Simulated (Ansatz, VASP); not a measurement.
## GaAs: VASP beside Ansatz

The input INCAR:

```
SYSTEM = GaAs
PREC = Accurate
ENCUT = 520
EDIFF = 1E-7
ISMEAR = -1
SIGMA = 0.02
LREAL = .FALSE.
LASPH = .TRUE.
NELM = 100
ALGO = Normal
ISIF = 2
LWAVE = .FALSE.
LCHARG = .TRUE.
GGA = PE
LELF = .TRUE.
LVHAR = .TRUE.
NBANDS = 16
```

Contents of KPOINTS:

```
Automatic mesh
0
G
  8 8 8
  0 0 0
```

The input POSCAR:

```
GaAs
1.0
    0.0000000000      2.8330831910      2.8330831910
    2.7798212270      0.0000000000      2.8330831910
    2.7798212270      2.8330831910      0.0000000000
Ga As
1 1
Direct
    0.0000000000      0.0000000000      0.0000000000
    0.2500000000      0.2500000000      0.2500000000
```

Input for Ansatz:

```yaml
crystal:
  lattice:
    - [0.0, 2.833083191, 2.833083191]
    - [2.779821227, 0.0, 2.833083191]
    - [2.779821227, 2.833083191, 0.0]
  atoms:
    - { symbol: Ga, position: [0.0, 0.0, 0.0] }
    - { symbol: As, position: [0.25, 0.25, 0.25] }
kpoints:
  mp_grid: { grid: [8, 8, 8] }
  band_path:
    path:
      - [0.0, 0.0, 0.0]
      - [-0.5, -0.5, 0.0]
      - [-0.375, -0.375, 0.25]
      - [-0.375, 0.0, 0.375]
      - [0.0, 0.0, 0.5]
      - [-0.5, -0.25, 0.25]
    npoints: 1
hamiltonian:
  xc: pbe
scf:
  occupations: { method: fermi_dirac, width: 0.02 }
  n_extra_bands: 4
output:
  forces: true
  stress: true
  eigenvalues: true
```

Change from the starting cell: uniaxial_x strain -1.9%.

Alike in both runs: task single point; functional PBE; k mesh 8 × 8 × 8; occupations fermi-dirac, width 0.02 eV; no spin polarisation.

```csv
,VASP,Ansatz
version,VASP 6.6.1,Ansatz 0.2.0
potentials or method,"VASP PAW PBE potentials, release 64 (Ga_d, As)","plane waves, PAW"
plane-wave cutoff (eV),520,420
valence electrons in the cell,18,28
```

```csv
,VASP,Ansatz,Ansatz less VASP
pressure (GPa),4.4,4.2,-0.20
"traceless stress, the component that is largest in VASP (GPa)",0.72,0.72,+0.002
```

VASP's potentials hold 18 valence electrons a cell and Ansatz's 28, so a difference there can come from the potentials and not from the codes.
